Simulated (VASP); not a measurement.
# BaCa2P2 (P4/mbm) in VASP: a series of runs

Runs on BaCa2P2. Level: PBE. Tasks: single point.

Program: VASP 6.6.1. These are calculated values, not measurements. Logs are shortened: lines on timing, memory, paths and dates and some standing lists are left out, and cuts for length are marked.

## (1) The cell of the first run

It takes space group P4/mbm (No. 127, tetragonal). Conventional cell: a = 8.490 Å, b = 8.490 Å, c = 3.738 Å, α = 90.00°, β = 90.00°, γ = 90.00°. Within 4.2 Å of Ba (site symmetry 4/m) lie 4 P at 3.19 Å and 2 Ba at 3.74 Å and 8 Ca at 3.79 Å. Within 4.0 Å of Ca (site symmetry m2m) lie 6 P at 3.07 to 3.15 Å and 3 Ca at 3.28 to 3.74 Å and 4 Ba at 3.79 Å. Within 4.0 Å of P (site symmetry m2m) lie 6 Ca at 3.07 to 3.15 Å and 2 Ba at 3.19 Å and 3 P at 3.74 to 3.85 Å.

## (2) Single point, PBE

INCAR

```
SYSTEM = BaCa2P2
PREC = Accurate ; ENCUT = 520
EDIFF = 1E-7 ; ISMEAR = 0
SIGMA = 0.1 ; LREAL = .FALSE.
LASPH = .TRUE. ; NELM = 100
ALGO = Normal ; ISIF = 2
LWAVE = .FALSE. ; LCHARG = .TRUE.
GGA = PE ; LELF = .TRUE.
LVHAR = .TRUE. ; NBANDS = 51
```

KPOINTS

```
regular mesh
0
G
  2 2 4
  0 0 0
```

POSCAR

```
BaCa2P2
1.0
    8.4895604102      0.0000000000      0.0000000000
    0.0000000000      8.4895604102      0.0000000000
    0.0000000000      0.0000000000      3.7383325987
Ba Ca P
2 4 4
Direct
    0.0000000000      0.0000000000      0.0000000000
    0.5000000000      0.5000000000      0.0000000000
    0.1365603709      0.6365603709      0.5000000000
    0.3634396291      0.1365603709      0.5000000000
    0.8634396291      0.3634396291      0.5000000000
    0.6365603709      0.8634396291      0.5000000000
    0.3395068690      0.8395068690      0.0000000000
    0.1604931310      0.3395068690      0.0000000000
    0.6604931310      0.1604931310      0.0000000000
    0.8395068690      0.6604931310      0.0000000000
```

Potentials or basis: VASP PAW PBE potentials, release 64 (Ba_sv, Ca_sv, P).

The run is started by

```
$ cat potpaw_PBE.64/Ba_sv/POTCAR potpaw_PBE.64/Ca_sv/POTCAR potpaw_PBE.64/P/POTCAR > POTCAR
$ mpirun -np 1 vasp_std > vasp.out
```

OUTCAR:

```text
SYSTEM = BaCa2P2
   PREC = Accurate
   ENCUT = 520
   EDIFF = 1E-7
   ISMEAR = 0
   LREAL = .FALSE.
   LASPH = .TRUE.
   NELM = 100
   ISIF = 2
   GGA = PE

 ion  position               nearest neighbor table
   1  0.000  0.000  0.000-   7 3.19   8 3.19   9 3.19  10 3.19   3 3.79   4 3.79   5 3.79   6 3.79
                             3 3.79   4 3.79   5 3.79   6 3.79
   2  0.500  0.500  0.000-   7 3.19   8 3.19   9 3.19  10 3.19   3 3.79   4 3.79   5 3.79   6 3.79
                             3 3.79   4 3.79   5 3.79   6 3.79
   3  0.137  0.637  0.500-   1 3.79   2 3.79   1 3.79   2 3.79
   4  0.363  0.137  0.500-   1 3.79   2 3.79   1 3.79   2 3.79
   5  0.863  0.363  0.500-   1 3.79   2 3.79   1 3.79   2 3.79
   6  0.637  0.863  0.500-   1 3.79   2 3.79   1 3.79   2 3.79
   7  0.340  0.840  0.000-   1 3.19   2 3.19
   8  0.160  0.340  0.000-   1 3.19   2 3.19
   9  0.660  0.160  0.000-   1 3.19   2 3.19
  10  0.840  0.660  0.000-   1 3.19   2 3.19

  LATTYP: Found a simple tetragonal cell.
 ALAT       =     8.4895604102
 C/A-ratio  =     0.4403446607

  Lattice vectors:

 A1 = (   8.4895604102,   0.0000000000,   0.0000000000)
 A2 = (   0.0000000000,   8.4895604102,   0.0000000000)
 A3 = (   0.0000000000,   0.0000000000,   3.7383325987)

Analysis of symmetry for initial positions (statically):
=====================================================================
 Subroutine PRICEL returns:
 Original cell was already a primitive cell.

 Routine SETGRP: Setting up the symmetry group for a
 simple tetragonal supercell.

 Subroutine GETGRP returns: Found 16 space group operations
 (whereof  8 operations were pure point group operations)
 out of a pool of 16 trial point group operations.

The static configuration has the point symmetry C_4h.
 The point group associated with its full space group is D_4h.

Analysis of symmetry for dynamics (positions and initial velocities):
=====================================================================
 Subroutine PRICEL returns:
 Original cell was already a primitive cell.

 Routine SETGRP: Setting up the symmetry group for a
 simple tetragonal supercell.

 Subroutine GETGRP returns: Found 16 space group operations
 (whereof  8 operations were pure point group operations)
 out of a pool of 16 trial point group operations.

The dynamic configuration has the point symmetry C_4h.
 The point group associated with its full space group is D_4h.

 Subroutine INISYM returns: Found 16 space group operations
 (whereof  8 operations are pure point group operations),
 and found     1 'primitive' translations

----------------------------------------------------------------------------------------

                                     Primitive cell

  volume of cell :     269.4315

  direct lattice vectors                    reciprocal lattice vectors
     8.489560410  0.000000000  0.000000000     0.117791729  0.000000000  0.000000000
     0.000000000  8.489560410  0.000000000     0.000000000  0.117791729  0.000000000
     0.000000000  0.000000000  3.738332599     0.000000000  0.000000000  0.267498938

  length of vectors
     8.489560410  8.489560410  3.738332599     0.117791729  0.117791729  0.267498938

  position of ions in fractional coordinates (direct lattice)
     0.000000000  0.000000000  0.000000000
     0.500000000  0.500000000  0.000000000
     0.136560371  0.636560371  0.500000000
     0.363439629  0.136560371  0.500000000
     0.863439629  0.363439629  0.500000000
     0.636560371  0.863439629  0.500000000
     0.339506869  0.839506869  0.000000000
     0.160493131  0.339506869  0.000000000
     0.660493131  0.160493131  0.000000000
     0.839506869  0.660493131  0.000000000

  ion indices of the primitive-cell ions
   primitive index   ion index
                 1           1
                 2           2
                 3           3
                 4           4
                 5           5
                 6           6
                 7           7
                 8           8
                 9           9
                10          10

----------------------------------------------------------------------------------------

 KPOINTS: regular mesh

Automatic generation of k-mesh.
 Grid dimensions read from file:
 generate k-points for:    2    2    4

 Generating k-lattice:

  Cartesian coordinates                     Fractional coordinates (reciprocal lattice)
     0.058895865  0.000000000  0.000000000     0.500000000  0.000000000  0.000000000
     0.000000000  0.058895865  0.000000000     0.000000000  0.500000000  0.000000000
     0.000000000  0.000000000  0.066874734     0.000000000  0.000000000  0.250000000

  Length of vectors
     0.058895865  0.058895865  0.066874734

  Shift w.r.t. Gamma in fractional coordinates (k-lattice)
     0.000000000  0.000000000  0.000000000

 Subroutine IBZKPT returns following result:
 ===========================================

 Found      9 irreducible k-points:

[... 34 lines left out ...]
   NFREE  =      0    steps in history (QN), initial steepest desc. (CG)
   ISIF   =      2    stress and relaxation
   ISYM   =      2    0-nonsym 1-usesym 2-fastsym
   POTIM  = 0.5000    time-step for ionic-motion
   TEBEG  =    0.0;   TEEND  =   0.0 temperature during run
   PSTRESS=    0.0 pullay stress
   NELECT =      80.0000    total number of electrons
   NUPDOWN=      -1.0000    fix difference up-down
   EMIN   =  10.00;   EMAX   =-10.00  energy-range for DOS
   EFERMI =   0.00;   METHOD = LEGACY
   ISMEAR =     0;   SIGMA  =   0.10  broadening in eV -4-tet -1-fermi 0-gaus
   EFERMI_NEDOS =   21; number of points for ismear=-14 and -15
   IALGO  =     38    algorithm
   IMIX   =      4    mixing-type and parameters
     AMIX     =   0.40;   BMIX     =  1.00
     AMIX_MAG =   1.60;   BMIX_MAG =  1.00
  volume/ion in A,a.u.               =      26.94       181.82
  Fermi-wavevector in a.u.,A,eV,Ry     =   1.092166  2.063895 16.229395  1.192827
  Thomas-Fermi vector in A             =   2.228426
   LORBIT       =      0    0 simple, 1 ext, 2 COOP (PROOUT), +10 PAW based schemes
   GGA     = PE    functional components
   LHFCALC =     F    Hartree Fock is set to
   AEXX    =    0.0000 exact exchange contribution
   IVDW    =     0    specifies the selected vdW correction
   LEPSILON=     F    determine dielectric tensor
   LRPA    =     F    only Hartree local field effects (RPA)
 non-spin polarized calculation
 Gauss-broadening in eV      SIGMA  =   0.10
  energy-cutoff  :      520.00
  volume of cell :      269.43
 maximum number of plane-waves:      7296
 NGX is ok and might be reduce to    64
   NGX = 31   NGY = 31   NGZ = 13

 number of electron      80.0000007 magnetization

 Free energy of the ion-electron system (eV)
  ---------------------------------------------------
  ext. energy  EPLUGINS =         0.00000000
  ---------------------------------------------------
  free energy    TOTEN  =       -41.40587015 eV

  energy without entropy =      -41.38123748  energy(sigma->0) =      -41.39355382

 E-fermi :   3.9811     XC(G=0):  -9.2535

 val. band max:        3.9770237750   @ k =   0.0000   0.0000   0.0000
 cond. band min:       4.0664090439   @ k =   0.0000   0.0000   0.0000
 fundamental gap:      0.0893852689
 Fermi energy:         3.9811083011

 k-point     1 :       0.0000    0.0000    0.0000
  band No.  band energies     occupation
      1     -37.1360      2.00000
      2     -37.1350      2.00000
      3     -37.1146      2.00000
      4     -37.1146      2.00000
      5     -23.8734      2.00000
      6     -23.8734      2.00000
[... 43 lines left out ...]
     50       7.1875      0.00000
     51       7.1884      0.00000

 k-point     2 :       0.5000    0.0000    0.0000
  band No.  band energies     occupation
      1     -37.1355      2.00000
      2     -37.1355      2.00000
      3     -37.1146      2.00000
      4     -37.1146      2.00000
      5     -23.8734      2.00000
      6     -23.8734      2.00000
[... 370 lines left out ...]
 k-point     9 :       0.5000    0.5000    0.5000
  band No.  band energies     occupation
      1     -37.1267      2.00000
      2     -37.1267      2.00000
      3     -37.1062      2.00000
      4     -37.1062      2.00000
      5     -23.7533      2.00000
      6     -23.7533      2.00000
[... 43 lines left out ...]
     50       6.6868      0.00000
     51       7.5016      0.00000

------------------------ aborting loop because EDIFF is reached ----------------------------------------

  FORCE on cell =-STRESS in cart. coord.  units (eV):
  Direction    XX          YY          ZZ          XY          YZ          ZX
  --------------------------------------------------------------------------------------
  -------------------------------------------------------------------------------------
  Total        1.0423309      1.0423309      0.4863988      0.0000000      0.0000000      0.0000000
  in kB        6.1982325      6.1982325      2.8923757      0.0000000      0.0000000      0.0000000
  external PRESSURE =       5.0962802 kB  Pullay stress =       0.0000000 kB

 VOLUME and BASIS-vectors are now :
 -----------------------------------------------------------------------------
  energy-cutoff  :      520.00
  volume of cell :      269.43
      direct lattice vectors                 reciprocal lattice vectors
     8.489560410  0.000000000  0.000000000     0.117791729  0.000000000  0.000000000
     0.000000000  8.489560410  0.000000000     0.000000000  0.117791729  0.000000000
     0.000000000  0.000000000  3.738332599     0.000000000  0.000000000  0.267498938

 POSITION                                       TOTAL-FORCE (eV/Angst)
 -----------------------------------------------------------------------------------
      0.00000      0.00000      0.00000         0.000000      0.000000     -0.000000
      4.24478      4.24478      0.00000         0.000000      0.000000     -0.000000
      1.15934      5.40412      1.86917        -0.000151     -0.000151     -0.000000
      3.08544      1.15934      1.86917         0.000151     -0.000151      0.000000
      7.33022      3.08544      1.86917         0.000151      0.000151     -0.000000
      5.40412      7.33022      1.86917        -0.000151      0.000151     -0.000000
      2.88226      7.12704      0.00000         0.017926      0.017926      0.000000
      1.36252      2.88226      0.00000        -0.017926      0.017926     -0.000000
      5.60730      1.36252      0.00000        -0.017926     -0.017926     -0.000000
      7.12704      5.60730      0.00000         0.017926     -0.017926      0.000000
 -----------------------------------------------------------------------------------
    total drift:                                0.000000      0.000000      0.000000

  FREE ENERGIE OF THE ION-ELECTRON SYSTEM (eV)
  ---------------------------------------------------
  free  energy   TOTEN  =       -41.4058701537 eV

  energy  without entropy=      -41.3812374797  energy(sigma->0) =      -41.39355382
```

It took 81 s on 1 thread of Intel Xeon 6975P-C (Granite Rapids), shared host; peak memory 0.39 GiB.

What came out:

```
Free energy            : -41.4059 eV
Pressure               : 0.5 GPa
Largest force          : 0.025 eV/Å
Band gap on the k mesh : zero (bands 40 and 41 overlap by 0.20 eV)
```

Forces in eV/Å, atoms in the order of the input:
```
Ba   0.000  0.000  0.000
Ba   0.000  0.000  0.000
Ca   0.000  0.000  0.000
Ca   0.000  0.000  0.000
Ca   0.000  0.000  0.000
Ca   0.000  0.000  0.000
P    0.018  0.018  0.000
P   -0.018  0.018  0.000
P   -0.018 -0.018  0.000
P    0.018 -0.018  0.000
```

Levels at points of the mesh, in eV from the Fermi level:
```tsv
k point	band 38	band 39	band 40	band 41	band 42	band 43
(0.00, 0.00, 0.00)	-0.14	0.00	0.00	0.09	0.40	1.11
(0.50, 0.00, 0.00)	-0.17	-0.08	-0.08	0.21	0.21	1.33
(0.50, 0.50, 0.00)	-0.19	-0.04	-0.04	0.20	0.20	1.41
(0.00, 0.00, 0.50)	-1.19	-0.47	-0.47	-0.20	-0.20	1.15
(0.50, 0.00, 0.50)	-1.29	-1.11	-1.11	0.21	0.21	0.71
(0.50, 0.50, 0.50)	-1.35	-0.84	-0.84	0.22	0.22	1.21
```

Caveat: the k points lie up to 0.42 Å⁻¹ apart; semilocal functionals underestimate gaps, and a narrow one can read as zero; spin-orbit coupling is left out, which moves the levels of the heavy elements.

## (3) Single point, PBE

This run uses another cell than the first one, of 27.15 Å³/atom.

INCAR

```
SYSTEM = BaCa2P2
ALGO = Normal
EDIFF = 1E-7
ENCUT = 520
GGA = PE
ISIF = 2
ISMEAR = 0
LASPH = .True.
LCHARG = .True.
LELF = .True.
LREAL = .False.
LVHAR = .True.
LWAVE = .False.
NBANDS = 51
NELM = 80
PREC = Accurate
SIGMA = 0.1
```

KPOINTS

```
k-points
0
Gamma
  2 2 6
  0 0 0
```

POSCAR

```
BaCa2P2
1.0
    8.4612743924      0.0000000000      0.0000000000
    0.0000000000      8.4612743924      0.0000000000
    0.0000000000      0.0000000000      3.7922757733
Ba Ca P
2 4 4
Direct
    0.0000000000      0.0000000000      0.0000000000
    0.5000000000      0.5000000000      0.0000000000
    0.1357879565      0.6357879565      0.5000000000
    0.3642120435      0.1357879565      0.5000000000
    0.8642120435      0.3642120435      0.5000000000
    0.6357879565      0.8642120435      0.5000000000
    0.3384074249      0.8384074249      0.0000000000
    0.1615925751      0.3384074249      0.0000000000
    0.6615925751      0.1615925751      0.0000000000
    0.8384074249      0.6615925751      0.0000000000
```

Potentials or basis: VASP PAW PBE potentials, release 64 (Ba_sv, Ca_sv, P).

The run is started by

```
$ cat potpaw_PBE.64/Ba_sv/POTCAR potpaw_PBE.64/Ca_sv/POTCAR potpaw_PBE.64/P/POTCAR > POTCAR
$ mpirun -np 1 vasp_std > vasp.out
```

Run time: 94 s. Hardware: 1 thread of Intel Xeon 6975P-C (Granite Rapids), shared host; peak memory 0.41 GiB.

The run converged. Its results:

| Quantity | Value |
| --- | --- |
| Free energy | -41.4094 eV |
| Pressure | 0.4 GPa |
| Largest force | 0.015 eV/Å |
| Band gap on the k mesh | zero (bands 40 and 41 overlap by 0.14 eV) |

Forces in eV/Å, atoms in the order of the input:
```
Ba   0.000  0.000  0.000
Ba   0.000  0.000  0.000
Ca   0.005  0.005  0.000
Ca  -0.005  0.005  0.000
Ca  -0.005 -0.005  0.000
Ca   0.005 -0.005  0.000
P    0.011  0.011  0.000
P   -0.011  0.011  0.000
P   -0.011 -0.011  0.000
P    0.011 -0.011  0.000
```

Stress tensor (GPa, compression positive):
```
0.62 0.00 0.00
0.00 0.62 0.00
0.00 0.00 0.11
```

Levels at points of the mesh, in eV from the Fermi level:
| k point | band 37 | band 38 | band 39 | band 40 | band 41 | band 42 | band 43 | band 44 |
| --- | --- | --- | --- | --- | --- | --- | --- | --- |
| (0.00, 0.00, 0.00) | -0.52 | -0.11 | -0.01 | -0.01 | 0.04 | 0.42 | 1.25 | 1.55 |
| (0.50, 0.00, 0.00) | -0.21 | -0.21 | -0.07 | -0.07 | 0.22 | 0.22 | 1.46 | 1.46 |
| (0.50, 0.50, 0.00) | -0.23 | -0.23 | -0.04 | -0.04 | 0.22 | 0.22 | 1.53 | 1.53 |
| (0.00, 0.00, 0.50) | -1.08 | -1.08 | -0.31 | -0.31 | -0.15 | -0.15 | 1.24 | 1.24 |
| (0.50, 0.00, 0.50) | -1.19 | -1.19 | -0.99 | -0.99 | 0.28 | 0.28 | 0.77 | 0.77 |
| (0.50, 0.50, 0.50) | -1.24 | -1.24 | -0.70 | -0.70 | 0.27 | 0.27 | 1.31 | 1.31 |

Caveat: the k points lie up to 0.37 Å⁻¹ apart; semilocal functionals underestimate gaps, and a narrow one can read as zero; spin-orbit coupling is left out, which moves the levels of the heavy elements.

## (4) Single point, PBE

This run uses another cell than the first one, of 25.33 Å³/atom.

INCAR

```
SYSTEM = BaCa2P2
PREC = Accurate
ENCUT = 520
EDIFF = 1E-6
ISMEAR = 0
SIGMA = 0.1
LREAL = .FALSE.
LASPH = .TRUE.
NELM = 60
ALGO = Normal
ISIF = 2
LWAVE = .FALSE.
LCHARG = .FALSE.
GGA = PE
NBANDS = 51
```

KPOINTS

```
regular mesh
0
G
  4 4 4
  0 0 0
```

POSCAR

```
BaCa2P2
1.0
    7.6139382643      0.0000000000      0.0000000000
    0.0000000000      7.6139382643      0.0000000000
    0.0000000000      0.0000000000      4.3685490869
Ba Ca P
2 4 4
Direct
    0.0000000000      0.0000000000      0.0000000000
    0.5000000000      0.5000000000      0.0000000000
    0.1783600000      0.6783600000      0.5000000000
    0.3216400000      0.1783600000      0.5000000000
    0.8216400000      0.3216400000      0.5000000000
    0.6783600000      0.8216400000      0.5000000000
    0.3786800000      0.8786800000      0.0000000000
    0.1213200000      0.3786800000      0.0000000000
    0.6213200000      0.1213200000      0.0000000000
    0.8786800000      0.6213200000      0.0000000000
```

The run is started by

```
$ cat potpaw_PBE.64/Ba_sv/POTCAR potpaw_PBE.64/Ca_sv/POTCAR potpaw_PBE.64/P/POTCAR > POTCAR
$ mpirun -np 1 vasp_std > vasp.out
```

It took 2 min on 1 thread of Intel Xeon 6975P-C (Granite Rapids), shared host; peak memory 0.45 GiB.

It converged, with:

| Item | Value |
| --- | --- |
| Free energy | -38.7496 eV |
| Pressure | 4.5 GPa |
| Largest force | 0.753 eV/Å |
| Band gap on the k mesh | zero (bands 40 and 41 overlap by 0.51 eV) |

Forces on the atoms (eV/Å):
```
Ba   0.000  0.000  0.000
Ba   0.000  0.000  0.000
Ca  -0.382 -0.382  0.000
Ca   0.382 -0.382  0.000
Ca   0.382  0.382  0.000
Ca  -0.382  0.382  0.000
P    0.533  0.533  0.000
P   -0.533  0.533  0.000
P   -0.533 -0.533  0.000
P    0.533 -0.533  0.000
```

Stress tensor (GPa, compression positive):
```
6.66 0.00 0.00
0.00 6.66 0.00
0.00 0.00 0.22
```

Levels at points of the mesh, in eV from the Fermi level:
| k point | band 36 | band 37 | band 38 | band 39 | band 40 | band 41 | band 42 | band 43 | band 44 | band 45 |
| --- | --- | --- | --- | --- | --- | --- | --- | --- | --- | --- |
| (0.00, 0.00, 0.00) | -1.84 | -1.57 | -1.39 | -1.39 | -0.25 | 0.60 | 0.60 | 0.75 | 1.12 | 1.85 |
| (0.50, 0.00, 0.00) | -1.50 | -1.13 | -1.13 | -0.97 | -0.97 | -0.08 | -0.08 | 1.42 | 1.42 | 1.76 |
| (0.50, 0.50, 0.00) | -0.99 | -0.93 | -0.93 | -0.44 | -0.44 | -0.13 | -0.13 | 0.88 | 0.88 | 1.36 |
| (0.00, 0.00, 0.50) | -1.90 | -1.90 | -1.85 | -0.21 | -0.21 | 0.81 | 0.81 | 1.14 | 1.59 | 1.94 |
| (0.50, 0.00, 0.50) | -2.40 | -1.23 | -1.23 | 0.07 | 0.07 | 0.12 | 0.12 | 0.82 | 0.82 | 1.54 |
| (0.50, 0.50, 0.50) | -2.43 | -0.32 | -0.32 | -0.26 | -0.26 | 0.44 | 0.44 | 0.72 | 0.72 | 0.91 |

Caveat: the stress differs along the axes, from 0 to 7 GPa; spin-orbit coupling is left out, which moves the levels of the heavy elements.

## (5) The runs side by side

```csv
cell,k mesh,gap on the mesh (eV),pressure (GPa),largest force (eV/Å)
"a = 8.490, b = 8.490, c = 3.738 Å, 10 atoms, atomic positions A",2 × 2 × 4,none,0.5,0.03
"a = 8.461, b = 8.461, c = 3.792 Å, 10 atoms, atomic positions B",2 × 2 × 6,none,0.4,0.02
"a = 7.614, b = 7.614, c = 4.369 Å, 10 atoms, atomic positions C",4 × 4 × 4,none,4.5,0.75
```

Alike in all rows: task single point; level PBE; potentials or basis VASP PAW PBE potentials, release 64 (Ba_sv, Ca_sv, P); no spin polarisation; cutoff (eV) 520; smearing gaussian 0.1 eV.

Caveats: some runs use coarse meshes; spin-orbit coupling is left out, which moves the levels of the heavy elements; semilocal functionals underestimate gaps, and a narrow one can read as zero (at least some runs); the stress differs along the axes, from 0 to 7 GPa (at least some runs).

Absolute energies hang on the potentials; compare differences alone.

The gap in the log of VASP goes by the Fermi energy; the results here count the filled bands.